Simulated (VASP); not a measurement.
# AlP in VASP: relaxation of the atoms with r2SCAN

Aim: the relaxation of the atoms of AlP with r2SCAN.

Program: VASP 6.6.1. These are calculated values, not measurements. Logs are shortened: lines on timing, memory, paths and dates and some standing lists are left out, and cuts for length are marked.

## 1. The cell of the first run

The cell holds a slab with vacuum, 6 atoms: a = 3.874 Å, b = 3.874 Å, c = 23.848 Å, α = 90.00°, β = 90.00°, γ = 90.00°.

## 2. Relaxation of the atoms, r2SCAN

POSCAR reads:

```
AlP
1.0
    3.8738995424      0.0000000000      0.0000000000
    0.0000000000      3.8738995424      0.0000000000
    0.0000000000      0.0000000000     23.8481515901
P Al
3 3
Selective dynamics
Direct
    0.0000000000      0.5000000000      0.3564217532  F F F
    0.5000000000      0.0000000000      0.4712843506  F F F
    0.0000000000      0.5000000000      0.5861469481  T T T
    0.5000000000      0.5000000000      0.4138530519  F F F
    0.0000000000      0.0000000000      0.5287156494  T T T
    0.5000000000      0.5000000000      0.6435782468  T T T
```

INCAR.step1 reads:

```
ALGO = Normal ; DIPOL = 0.5 0.5 0.500
EDIFF = 1E-5 ; EDIFFG = -0.01
ENCUT = 500 ; GGA = PE
GGA_COMPAT = F ; IBRION = 2
IDIPOL = 3 ; ISMEAR = 0
KPAR = 4 ; LASPH = T
LCHARG = F ; LDIPOL = T
LREAL = F ; LWAVE = T
NELM = 120 ; NELMDL = -8
NELMIN = 4 ; NSW = 100
PREC = Accurate ; SIGMA = 0.05
```

INCAR.step2 reads:

```
ALGO = Normal ; DIPOL = 0.5 0.5 0.500
EDIFF = 1E-7 ; EDIFFG = -0.03
ENCUT = 500 ; GGA_COMPAT = F
IBRION = 2 ; IDIPOL = 3
ISIF = 2 ; ISMEAR = 0
ISTART = 1 ; KPAR = 4
LASPH = T ; LCHARG = F
LDIPOL = T ; LMIXTAU = T
LREAL = F ; LWAVE = F
METAGGA = R2SCAN ; NELM = 120
NELMIN = 4 ; NSW = 90
PREC = Accurate ; SIGMA = 0.05
```

KPOINTS reads:

```
k-points
0
Gamma
  7 7 1
```

Potentials or basis: VASP PAW PBE potentials, release 64 (P, Al).

On the command line:

```bash
$ cat potpaw_PBE.64/P/POTCAR potpaw_PBE.64/Al/POTCAR > POTCAR
$ cp INCAR.step1 INCAR
$ mpirun -np 4 vasp_std > vasp.out
$ cp INCAR.step2 INCAR
$ mpirun -np 4 vasp_std > vasp.out
```

OUTCAR:

```text
EDIFF = 1E-7
   EDIFFG = -0.03
   ENCUT = 500
   IBRION = 2
   ISIF = 2
   ISMEAR = 0
   ISTART = 1
   LASPH = T
   LREAL = F
   METAGGA = R2SCAN
   NELM = 120
   NELMIN = 4
   NSW = 90
   PREC = Accurate

 ion  position               nearest neighbor table
   1  0.000  0.500  0.356-   4 2.37   4 2.37
   2  0.500  0.000  0.471-   4 2.37   4 2.37   5 2.37   5 2.37
   3  0.000  0.500  0.586-   6 2.37   6 2.37   5 2.37   5 2.37
   4  0.500  0.500  0.414-   1 2.37   1 2.37   2 2.37   2 2.37
   5  0.000  0.000  0.529-   3 2.37   3 2.37   2 2.37   2 2.37
   6  0.500  0.500  0.644-   3 2.37   3 2.37

  LATTYP: Found a simple tetragonal cell.
 ALAT       =     3.8738995424
 C/A-ratio  =     6.1561099685

  Lattice vectors:

 A1 = (   3.8738995424,   0.0000000000,   0.0000000000)
 A2 = (   0.0000000000,   3.8738995424,   0.0000000000)
 A3 = (   0.0000000000,   0.0000000000,  23.8481515901)

Analysis of symmetry for initial positions (statically):
=====================================================================
 Subroutine PRICEL returns:
 Original cell was already a primitive cell.

 Routine SETGRP: Setting up the symmetry group for a
 simple tetragonal supercell.

 Subroutine GETGRP returns: Found  4 space group operations
 (whereof  4 operations were pure point group operations)
 out of a pool of 16 trial point group operations.

The static configuration has the point symmetry C_2v.

Analysis of symmetry for dynamics (positions and initial velocities):
=====================================================================
 Subroutine PRICEL returns:
 Original cell was already a primitive cell.

 Routine SETGRP: Setting up the symmetry group for a
 simple tetragonal supercell.

 Subroutine GETGRP returns: Found  4 space group operations
 (whereof  4 operations were pure point group operations)
 out of a pool of 16 trial point group operations.

The dynamic configuration has the point symmetry C_2v.

Analysis of constrained symmetry for selective dynamics:
=====================================================================
 Subroutine PRICEL returns:
 Original cell was already a primitive cell.

 Routine SETGRP: Setting up the symmetry group for a
 simple tetragonal supercell.

 Subroutine GETGRP returns: Found  4 space group operations
 (whereof  4 operations were pure point group operations)
 out of a pool of 16 trial point group operations.

The constrained configuration has the point symmetry C_2v.

 Subroutine INISYM returns: Found  4 space group operations
 (whereof  4 operations are pure point group operations),
 and found     1 'primitive' translations

----------------------------------------------------------------------------------------

                                     Primitive cell

  volume of cell :     357.8915

  direct lattice vectors                    reciprocal lattice vectors
     3.873899542  0.000000000  0.000000000     0.258137824  0.000000000  0.000000000
     0.000000000  3.873899542  0.000000000     0.000000000  0.258137824  0.000000000
     0.000000000  0.000000000 23.848151590     0.000000000  0.000000000  0.041931971

  length of vectors
     3.873899542  3.873899542 23.848151590     0.258137824  0.258137824  0.041931971

  position of ions in fractional coordinates (direct lattice)
     0.000000000  0.500000000  0.356421753
     0.500000000  0.000000000  0.471284351
     0.000000000  0.500000000  0.586146948
     0.500000000  0.500000000  0.413853052
     0.000000000  0.000000000  0.528715649
     0.500000000  0.500000000  0.643578247

  ion indices of the primitive-cell ions
   primitive index   ion index
                 1           1
                 2           2
                 3           3
                 4           4
                 5           5
                 6           6

----------------------------------------------------------------------------------------

 KPOINTS: k-points

Automatic generation of k-mesh.
 Grid dimensions read from file:
 generate k-points for:    7    7    1

 Generating k-lattice:

  Cartesian coordinates                     Fractional coordinates (reciprocal lattice)
     0.036876832  0.000000000  0.000000000     0.142857143  0.000000000  0.000000000
     0.000000000  0.036876832  0.000000000     0.000000000  0.142857143  0.000000000
     0.000000000  0.000000000  0.041931971     0.000000000  0.000000000  1.000000000

  Length of vectors
     0.036876832  0.036876832  0.041931971

  Shift w.r.t. Gamma in fractional coordinates (k-lattice)
     0.000000000  0.000000000  0.000000000

 Subroutine IBZKPT returns following result:
 ===========================================

 Found     16 irreducible k-points:

 Following reciprocal coordinates:
            Coordinates               Weight
  0.000000  0.000000  0.000000      1.000000
  0.142857  0.000000  0.000000      2.000000
  0.000000  0.142857  0.000000      2.000000
  0.285714  0.000000  0.000000      2.000000
  0.000000  0.285714  0.000000      2.000000
  0.428571  0.000000  0.000000      2.000000
[... 8 lines left out ...]
 -0.285714  0.428571  0.000000      4.000000
  0.428571  0.428571  0.000000      4.000000
   k-points           NKPTS =     16   k-points in BZ     NKDIM =     16   number of bands    NBANDS=     16
   number of dos      NEDOS =    301   number of ions     NIONS =      6
   total plane-waves  NPLWV = 141120
   dimension x,y,z NGX =    28 NGY =   28 NGZ =  180
   dimension x,y,z NGXF=    56 NGYF=   56 NGZF=  360
   ions per type =               3   3
   NGX,Y,Z   is equivalent  to a cutoff of  12.02, 12.02, 12.55 a.u.
   NGXF,Y,Z  is equivalent  to a cutoff of  24.03, 24.03, 25.10 a.u.
 SYSTEM =  unknown system
   PREC   = accura    normal or accurate (medium, high low for compatibility)
   ISTART =      1    job   : 0-new  1-cont  2-samecut
   ICHARG =      0    charge: 1-file 2-atom 10-const
   ISPIN  =      1    spin polarized calculation?
   LNONCOLLINEAR =      F non collinear calculations
   LSORBIT =      F    spin-orbit coupling
   LASPH  =      T    aspherical Exc in radial PAW
   ENCUT  =  500.0 eV  36.75 Ry    6.06 a.u.   7.06  7.06 43.48*2*pi/ulx,y,z
   NELM   =    120;   NELMIN=  4; NELMDL=  0     # of ELM steps
   EDIFF  = 0.1E-06   stopping-criterion for ELM
   LREAL  =      F    real-space projection
   EDIFFG = -.3E-01   stopping-criterion for IOM
   NSW    =     90    number of steps for IOM
   IBRION =      2    ionic relax: 0-MD 1-quasi-New 2-CG
   NFREE  =      1    steps in history (QN), initial steepest desc. (CG)
   ISIF   =      2    stress and relaxation
   ISYM   =      2    0-nonsym 1-usesym 2-fastsym
   POTIM  = 0.5000    time-step for ionic-motion
   TEBEG  =    0.0;   TEEND  =   0.0 temperature during run
   PSTRESS=    0.0 pullay stress
   NELECT =      24.0000    total number of electrons
   NUPDOWN=      -1.0000    fix difference up-down
   EMIN   =  10.00;   EMAX   =-10.00  energy-range for DOS
   EFERMI =   0.00;   METHOD = LEGACY
   ISMEAR =     0;   SIGMA  =   0.05  broadening in eV -4-tet -1-fermi 0-gaus
   EFERMI_NEDOS =   21; number of points for ismear=-14 and -15
   IALGO  =     38    algorithm
   IMIX   =      4    mixing-type and parameters
     AMIX     =   0.40;   BMIX     =  1.00
     AMIX_MAG =   1.60;   BMIX_MAG =  1.00
  volume/ion in A,a.u.               =      59.65       402.53
  Fermi-wavevector in a.u.,A,eV,Ry     =   0.665112  1.256879  6.018863  0.442374
  Thomas-Fermi vector in A             =   1.739007
   LORBIT       =      0    0 simple, 1 ext, 2 COOP (PROOUT), +10 PAW based schemes
   METAGGA = R2SCAN    functional components
   LHFCALC =     F    Hartree Fock is set to
   AEXX    =    0.0000 exact exchange contribution
   IVDW    =     0    specifies the selected vdW correction
   LEPSILON=     F    determine dielectric tensor
   LRPA    =     F    only Hartree local field effects (RPA)
 conjugate gradient relaxation of ions
 non-spin polarized calculation
 Gauss-broadening in eV      SIGMA  =   0.05
  energy-cutoff  :      500.00
  volume of cell :      357.89
 maximum number of plane-waves:      9120
   NGX = 15   NGY = 15   NGZ = 87

 dipolmoment           0.000000      0.000000      0.067009 electrons x Angstroem

--------------------------------------- Ionic step        1  -------------------------------------------

 number of electron      24.0000004 magnetization

 Free energy of the ion-electron system (eV)
  ---------------------------------------------------
  ext. energy  EPLUGINS =         0.00000000
  ---------------------------------------------------
  free energy    TOTEN  =       -46.69120808 eV

  energy without entropy =      -46.68236126  energy(sigma->0) =      -46.68678467

------------------------ aborting loop because EDIFF is reached ----------------------------------------

  FORCE on cell =-STRESS in cart. coord.  units (eV):
  Direction    XX          YY          ZZ          XY          YZ          ZX
  --------------------------------------------------------------------------------------
  -------------------------------------------------------------------------------------
  Total       -1.3818999     -2.8394839     -0.3489811      0.0000000      0.0000000      0.0000000
  in kB       -6.1863676    -12.7115517     -1.5622879      0.0000000      0.0000000      0.0000000
  external PRESSURE =      -6.8200691 kB  Pullay stress =       0.0000000 kB
[... 267 lines left out ...]
--------------------------------------- Ionic step        8  -------------------------------------------

 number of electron      24.0000004 magnetization

 dipolmoment           0.000000      0.000000     -0.154791 electrons x Angstroem

 Free energy of the ion-electron system (eV)
  ---------------------------------------------------
  ext. energy  EPLUGINS =         0.00000000
  ---------------------------------------------------
  free energy    TOTEN  =       -46.71019904 eV

  energy without entropy =      -46.70132494  energy(sigma->0) =      -46.70576199

 E-fermi :  -2.0460     XC(G=0):  -3.9966

 val. band max:       -2.1006055400   @ k =   0.1429   0.0000   0.0000
 cond. band min:      -2.0443458798   @ k =   0.4286   0.2857   0.0000
 fundamental gap:      0.0562596602
 Fermi energy:        -2.0460401382

 k-point     1 :       0.0000    0.0000    0.0000
  band No.  band energies     occupation
      1     -14.3807      2.00000
      2     -13.3201      2.00000
      3     -11.5977      2.00000
      4      -7.6479      2.00000
      5      -5.4616      2.00000
      6      -4.6973      2.00000
[... 283 lines left out ...]
      5      -7.4905      2.00000
      6      -7.0896      2.00000
[... 8 lines left out ...]
     15       0.6250      0.00000
     16       1.1593      0.00000

------------------------ aborting loop because EDIFF is reached ----------------------------------------

 vacuum level on the upper side and lower side of the slab       (xc-potential included)        -0.922         0.893

  FORCE on cell =-STRESS in cart. coord.  units (eV):
  Direction    XX          YY          ZZ          XY          YZ          ZX
  --------------------------------------------------------------------------------------
  -------------------------------------------------------------------------------------
  Total       -0.9623307     -3.2117061     -0.3435181      0.0000000      0.0000000      0.0000000
  in kB       -4.3080771    -14.3778831     -1.5378318      0.0000000      0.0000000      0.0000000
  external PRESSURE =      -6.7412640 kB  Pullay stress =       0.0000000 kB
[... 21 lines left out ...]
  FREE ENERGIE OF THE ION-ELECTRON SYSTEM (eV)
  ---------------------------------------------------
  free  energy   TOTEN  =       -46.7101990376 eV

  energy  without entropy=      -46.7013249352  energy(sigma->0) =      -46.70576199

 reached required accuracy - stopping structural energy minimisation

 vacuum level on the upper side and lower side of the slab         2.789         4.648
```

Run time: 16 min. Hardware: 4 MPI ranks of Intel Xeon Platinum 8259CL at 2.50GHz (Skylake/Cascade Lake), shared host; peak memory 0.49 GiB.

What came out:

* Free energy: -46.7102 eV
* Energy gained by relaxing: 3.2 meV/atom
* Ionic steps: 8
* Band gap on the k mesh: zero (bands 12 and 13 overlap by 0.05 eV)

Step by step:
```csv
step,energy change (eV),largest force on free atoms (eV/Å),pressure (GPa)
1,0.0000,0.6770,-0.68
2,-0.0168,0.2177,-0.68
3,-0.0182,0.0975,-0.68
4,-0.0182,0.0900,-0.68
5,-0.0187,0.0500,-0.68
6,-0.0189,0.0306,-0.68
7,-0.0189,0.0336,-0.68
8,-0.0190,0.0296,-0.67
```

Final structure:
```yaml
crystal:
  lattice:
    - [3.87390, 0.00000, 0.00000]
    - [0.00000, 3.87390, 0.00000]
    - [0.00000, 0.00000, 23.84815]
  atoms:
    - { symbol: P, position: [0.00000, 0.50000, 0.35642] }
    - { symbol: P, position: [0.50000, 0.00000, 0.47128] }
    - { symbol: P, position: [0.00000, 0.50000, 0.58654] }
    - { symbol: Al, position: [0.50000, 0.50000, 0.41385] }
    - { symbol: Al, position: [0.00000, 0.00000, 0.52653] }
    - { symbol: Al, position: [0.50000, 0.50000, 0.64368] }
```

Caveat: the PAW data sets were made with another functional, which shifts forces and pressure a little.
